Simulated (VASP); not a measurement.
# SiC (wurtzite type) (P6_3mc) in VASP: notebook

The runs below take SiC (wurtzite type) through single point, with PBE.

Program: VASP 6.6.1. These are calculated values, not measurements. Logs are shortened: lines on timing, memory, paths and dates and some standing lists are left out, and cuts for length are marked.

## (1) The cell of the first run

It takes space group P6_3mc (No. 186, hexagonal). Conventional cell: a = 2.777 Å, b = 2.777 Å, c = 4.531 Å, α = 90.00°, β = 90.00°, γ = 120.00°. Si (site symmetry 3m) has 4 C at 1.70 to 1.71 Å within 2.3 Å. Within 2.3 Å of C (site symmetry 3m) lie 4 Si at 1.70 to 1.71 Å.

## (2) Single point, PBE (7.56 Å³/atom)

File INCAR:

```
PREC = Accurate ; ENCUT = 520
EDIFF = 1E-6 ; ISMEAR = -1
SIGMA = 0.1 ; LREAL = False
LASPH = True ; NELM = 100
ALGO = Normal ; ISIF = 2
LWAVE = False ; LCHARG = False
GGA = PE ; NBANDS = 16
```

File KPOINTS:

```
Automatic mesh
0
Gamma
  13 13 7
```

File POSCAR:

```
SiC
1.0
    2.7765077100      0.0000000000      0.0000000000
   -1.3882538550      2.4045262107      0.0000000000
    0.0000000000      0.0000000000      4.5307013158
Si C
2 2
Direct
    0.3333333333      0.6666666667     -0.0003930400
    0.6666666667      0.3333333333      0.4996069600
    0.3333333333      0.6666666667      0.3763930400
    0.6666666667      0.3333333333      0.8763930400
```

Potentials or basis: VASP PAW PBE potentials, release 64 (Si, C).

Run with:

```sh
> cat potpaw_PBE.64/Si/POTCAR potpaw_PBE.64/C/POTCAR > POTCAR
> mpirun -np 1 vasp_std > vasp.out
```

OUTCAR:

```text
PREC = Accurate
   ENCUT = 520
   EDIFF = 1E-6
   ISMEAR = -1
   LREAL = False
   LASPH = True
   NELM = 100
   ISIF = 2
   GGA = PE

 ion  position               nearest neighbor table
   1  0.333  0.667  1.000-   4 1.70   4 1.70   4 1.70   3 1.71   2 2.78   2 2.78   2 2.78   2 2.78
                             2 2.78   2 2.78
   2  0.667  0.333  0.500-   3 1.70   3 1.70   3 1.70   4 1.71   1 2.78   1 2.78   1 2.78   1 2.78
                             1 2.78   1 2.78
   3  0.333  0.667  0.376-   2 1.70   2 1.70   2 1.70   1 1.71
   4  0.667  0.333  0.876-   1 1.70   1 1.70   1 1.70   2 1.71

  LATTYP: Found a hexagonal cell.
 ALAT       =     2.7765077100
 C/A-ratio  =     1.6317985718

  Lattice vectors:

 A1 = (   2.7765077100,   0.0000000000,   0.0000000000)
 A2 = (  -1.3882538550,   2.4045262107,   0.0000000000)
 A3 = (   0.0000000000,   0.0000000000,   4.5307013158)

Analysis of symmetry for initial positions (statically):
=====================================================================
 Subroutine PRICEL returns:
 Original cell was already a primitive cell.

 Routine SETGRP: Setting up the symmetry group for a
 hexagonal supercell.

 Subroutine GETGRP returns: Found 12 space group operations
 (whereof  6 operations were pure point group operations)
 out of a pool of 24 trial point group operations.

The static configuration has the point symmetry C_3v.
 The point group associated with its full space group is C_6v.

Analysis of symmetry for dynamics (positions and initial velocities):
=====================================================================
 Subroutine PRICEL returns:
 Original cell was already a primitive cell.

 Routine SETGRP: Setting up the symmetry group for a
 hexagonal supercell.

 Subroutine GETGRP returns: Found 12 space group operations
 (whereof  6 operations were pure point group operations)
 out of a pool of 24 trial point group operations.

The dynamic configuration has the point symmetry C_3v.
 The point group associated with its full space group is C_6v.

 Subroutine INISYM returns: Found 12 space group operations
 (whereof  6 operations are pure point group operations),
 and found     1 'primitive' translations
[... 94 lines left out ...]
   LNONCOLLINEAR =      F non collinear calculations
   LSORBIT =      F    spin-orbit coupling
   LASPH  =      T    aspherical Exc in radial PAW
   ENCUT  =  520.0 eV  38.22 Ry    6.18 a.u.   5.16  5.16  8.42*2*pi/ulx,y,z
   NELM   =    100;   NELMIN=  2; NELMDL= -5     # of ELM steps
   EDIFF  = 0.1E-05   stopping-criterion for ELM
   LREAL  =      F    real-space projection
   EDIFFG = 0.1E-04   stopping-criterion for IOM
   NSW    =      0    number of steps for IOM
   IBRION =     -1    ionic relax: 0-MD 1-quasi-New 2-CG
   NFREE  =      0    steps in history (QN), initial steepest desc. (CG)
   ISIF   =      2    stress and relaxation
   ISYM   =      2    0-nonsym 1-usesym 2-fastsym
   POTIM  = 0.5000    time-step for ionic-motion
   TEBEG  =    0.0;   TEEND  =   0.0 temperature during run
   PSTRESS=    0.0 pullay stress
   NELECT =      16.0000    total number of electrons
   NUPDOWN=      -1.0000    fix difference up-down
   EMIN   =  10.00;   EMAX   =-10.00  energy-range for DOS
   EFERMI =   0.00;   METHOD = LEGACY
   ISMEAR =    -1;   SIGMA  =   0.10  broadening in eV -4-tet -1-fermi 0-gaus
   EFERMI_NEDOS =   21; number of points for ismear=-14 and -15
   IALGO  =     38    algorithm
   IMIX   =      4    mixing-type and parameters
     AMIX     =   0.40;   BMIX     =  1.00
     AMIX_MAG =   1.60;   BMIX_MAG =  1.00
  volume/ion in A,a.u.               =       7.56        51.03
  Fermi-wavevector in a.u.,A,eV,Ry     =   1.323986  2.501972 23.850199  1.752940
  Thomas-Fermi vector in A             =   2.453554
   LORBIT       =      0    0 simple, 1 ext, 2 COOP (PROOUT), +10 PAW based schemes
   GGA     = PE    functional components
   LHFCALC =     F    Hartree Fock is set to
   AEXX    =    0.0000 exact exchange contribution
   IVDW    =     0    specifies the selected vdW correction
   LEPSILON=     F    determine dielectric tensor
   LRPA    =     F    only Hartree local field effects (RPA)
 non-spin polarized calculation
  energy-cutoff  :      520.00
  volume of cell :       30.25
 maximum number of plane-waves:       825
 NGX is ok and might be reduce to    24
   NGX = 11   NGY = 11   NGZ = 17

 number of electron      16.0000000 magnetization

 Free energy of the ion-electron system (eV)
  ---------------------------------------------------
  ext. energy  EPLUGINS =         0.00000000
  ---------------------------------------------------
  free energy    TOTEN  =       -26.41982336 eV

  energy without entropy =      -26.41981911  energy(sigma->0) =      -26.41982124

 E-fermi :  13.1605     XC(G=0): -12.7698

 val. band max:       12.1864875332   @ k =   0.0000   0.0000   0.0000
 cond. band min:      14.0173930407   @ k =   0.3077   0.3077   0.0000
 fundamental gap:      1.8309055075
 Fermi energy:        13.1605093854

 k-point     1 :       0.0000    0.0000    0.0000
  band No.  band energies     occupation
      1      -6.0585      2.00000
      2      -1.1112      2.00000
      3       1.5529      2.00000
      4      10.7441      2.00000
      5      10.7441      2.00000
      6      12.1689      1.99990
[... 433 lines left out ...]
      3       2.9289      2.00000
      4       8.6139      2.00000
      5      10.0348      2.00000
      6      10.5263      2.00000
[... 8 lines left out ...]
     15      23.9989      0.00000
     16      24.8991      0.00000

 [... further k-points ...]

------------------------ aborting loop because EDIFF is reached ----------------------------------------

  FORCE on cell =-STRESS in cart. coord.  units (eV):
  Direction    XX          YY          ZZ          XY          YZ          ZX
  --------------------------------------------------------------------------------------
  -------------------------------------------------------------------------------------
  Total       24.6396963     24.6396963     24.6342997      0.0000000      0.0000000      0.0000000
  in kB     1305.1249770   1305.1249771   1304.8391262      0.0000000      0.0000000      0.0000000
  external PRESSURE =    1305.0296934 kB  Pullay stress =       0.0000000 kB

 VOLUME and BASIS-vectors are now :
 -----------------------------------------------------------------------------
  energy-cutoff  :      520.00
  volume of cell :       30.25
      direct lattice vectors                 reciprocal lattice vectors
     2.776507710  0.000000000  0.000000000     0.360164676  0.207941173  0.000000000
    -1.388253855  2.404526211  0.000000000     0.000000000  0.415882345  0.000000000
     0.000000000  0.000000000  4.530701316     0.000000000  0.000000000  0.220716381

 POSITION                                       TOTAL-FORCE (eV/Angst)
 -----------------------------------------------------------------------------------
     -0.00000      1.60302      4.52892         0.000000      0.000000     -0.001718
      1.38825      0.80151      2.26357        -0.000000      0.000000     -0.001718
     -0.00000      1.60302      1.70532        -0.000000      0.000000      0.001718
      1.38825      0.80151      3.97068         0.000000     -0.000000      0.001718
 -----------------------------------------------------------------------------------
    total drift:                               -0.000000      0.000000     -0.000281

  FREE ENERGIE OF THE ION-ELECTRON SYSTEM (eV)
  ---------------------------------------------------
  free  energy   TOTEN  =       -26.4198233598 eV

  energy  without entropy=      -26.4198191119  energy(sigma->0) =      -26.41982124
```

OSZICAR:

```text
N       E                     dE             d eps       ncg     rms          rms(c)
DAV:   1     0.300132534942E+02    0.30013E+02   -0.76033E+03  2696   0.928E+02
DAV:   2    -0.302737992654E+02   -0.60287E+02   -0.55465E+02  3832   0.176E+02
DAV:   3    -0.323274680876E+02   -0.20537E+01   -0.20490E+01  3528   0.292E+01
DAV:   4    -0.323371735926E+02   -0.97055E-02   -0.97045E-02  3352   0.250E+00
DAV:   5    -0.323372400535E+02   -0.66461E-04   -0.66460E-04  3560   0.190E-01    0.184E+01
DAV:   6    -0.268226665881E+02    0.55146E+01   -0.81749E+00  3488   0.188E+01    0.903E+00
DAV:   7    -0.264440417033E+02    0.37862E+00   -0.21205E+00  3784   0.916E+00    0.324E+00
DAV:   8    -0.264217270766E+02    0.22315E-01   -0.83845E-02  3160   0.183E+00    0.908E-01
DAV:   9    -0.264196771292E+02    0.20499E-02   -0.72517E-03  3504   0.639E-01    0.125E-01
DAV:  10    -0.264197881510E+02   -0.11102E-03   -0.48972E-04  3376   0.141E-01    0.706E-02
DAV:  11    -0.264198226755E+02   -0.34524E-04   -0.47192E-05  3152   0.577E-02    0.104E-02
DAV:  12    -0.264198233598E+02   -0.68432E-06   -0.33054E-06  3528   0.116E-02
   1 F= -.26419823E+02 E0= -.26419821E+02  d E =-.424797E-05
```

Run time: 28 s. Hardware: 1 thread of Intel Xeon 8259CL, shared host; peak memory 0.17 GiB.

What came out:

```
Free energy            : -26.4198 eV
Pressure               : 130.5 GPa
Band gap on the k mesh : 1.83 eV (least direct gap 4.59 eV)
```

Levels at points of the mesh, in eV from the valence-band top:
| k point | band 5 | band 6 | band 7 | band 8 | band 9 | band 10 | band 11 | band 12 |
| --- | --- | --- | --- | --- | --- | --- | --- | --- |
| (0.00, 0.00, 0.00) | -1.44 | -0.02 | 0.00 | 0.00 | 7.64 | 8.75 | 8.75 | 9.60 |

Caveat: the cell stands under pressure.

## (3) Single point, PBE (8.40 Å³/atom)

This run uses another cell than the first one, of 8.40 Å³/atom.

File INCAR:

```
SYSTEM = SiC
PREC = Accurate ; ENCUT = 520
EDIFF = 1E-6 ; ISMEAR = -1
SIGMA = 0.1 ; LREAL = .False.
LASPH = .True. ; NELM = 80
ALGO = Normal ; ISIF = 2
LWAVE = .False. ; LCHARG = .False.
GGA = PE ; NBANDS = 16
```

File KPOINTS:

```
regular mesh
0
Gamma
  13 13 7
  0 0 0
```

File POSCAR:

```
SiC
1.0
    2.8729373069      0.0000000000      0.0000000000
   -1.4364686535      2.4880366913      0.0000000000
    0.0000000000      0.0000000000      4.7018459159
Si C
2 2
Direct
    0.3333333333      0.6666666667     -0.0000492975
    0.6666666667      0.3333333333      0.4999507025
    0.3333333333      0.6666666667      0.3760492975
    0.6666666667      0.3333333333      0.8760492975
```

Potentials or basis: VASP PAW PBE potentials, release 64 (Si, C).

Run with:

```sh
> cat potpaw_PBE.64/Si/POTCAR potpaw_PBE.64/C/POTCAR > POTCAR
> mpirun -np 1 vasp_std > vasp.out
```

Run time: 42 s. Hardware: 1 thread of Intel Xeon 8259CL, shared host; peak memory 0.17 GiB.

It converged, with:

- Free energy: -28.5116 eV
- Pressure: 72.9 GPa
- Largest force: 0.003 eV/Å
- Band gap on the k mesh: 2.01 eV (least direct gap 4.39 eV)

Forces in eV/Å, atoms in the order of the input:
```
Si   0.000  0.000  0.003
Si   0.000  0.000  0.003
C    0.000  0.000 -0.003
C    0.000  0.000 -0.003
```

Levels at points of the mesh, in eV from the valence-band top:
```
           k point  band 6  band 7  band 8  band 9  band 10  band 11
(0.00, 0.00, 0.00)   -0.08    0.00    0.00    6.63     8.00     8.00
```

Caveat: the cell stands under pressure. A k mesh can miss the band edges.

## (4) Single point, PBE

This run uses another cell than the first one, of 9.24 Å³/atom.

File INCAR:

```
PREC = Accurate
ENCUT = 520
EDIFF = 1E-6
ISMEAR = -1
SIGMA = 0.1
LREAL = False
LASPH = True
NELM = 100
ALGO = Normal
ISIF = 2
LWAVE = False
LCHARG = False
GGA = PE
NBANDS = 16
```

File KPOINTS:

```
regular mesh
0
Gamma
  13 13 7
```

File POSCAR:

```
SiC
1.0
    2.9641983271      0.0000000000      0.0000000000
   -1.4820991635      2.5670710531      0.0000000000
    0.0000000000      0.0000000000      4.8584625578
Si C
2 2
Direct
    0.3333333333      0.6666666667      0.0000830320
    0.6666666667      0.3333333333      0.5000830320
    0.3333333333      0.6666666667      0.3759169680
    0.6666666667      0.3333333333      0.8759169680
```

Run with:

```sh
> cat potpaw_PBE.64/Si/POTCAR potpaw_PBE.64/C/POTCAR > POTCAR
> mpirun -np 1 vasp_std > vasp.out
```

Run time: 44 s. Hardware: 1 thread of Intel Xeon 8259CL, shared host; peak memory 0.17 GiB.

It converged, with:

* Free energy: -29.6154 eV
* Pressure: 34.8 GPa
* Band gap on the k mesh: 2.17 eV (least direct gap 4.20 eV)

Levels at points of the mesh, in eV from the valence-band top:
```
           k point  band 6  band 7  band 8  band 9  band 10  band 11
(0.00, 0.00, 0.00)   -0.11    0.00    0.00    5.76     7.36     7.36
```

Caveat: the cell stands under pressure. A k mesh can miss the band edges.

(Part 1 of 2 ends here.)
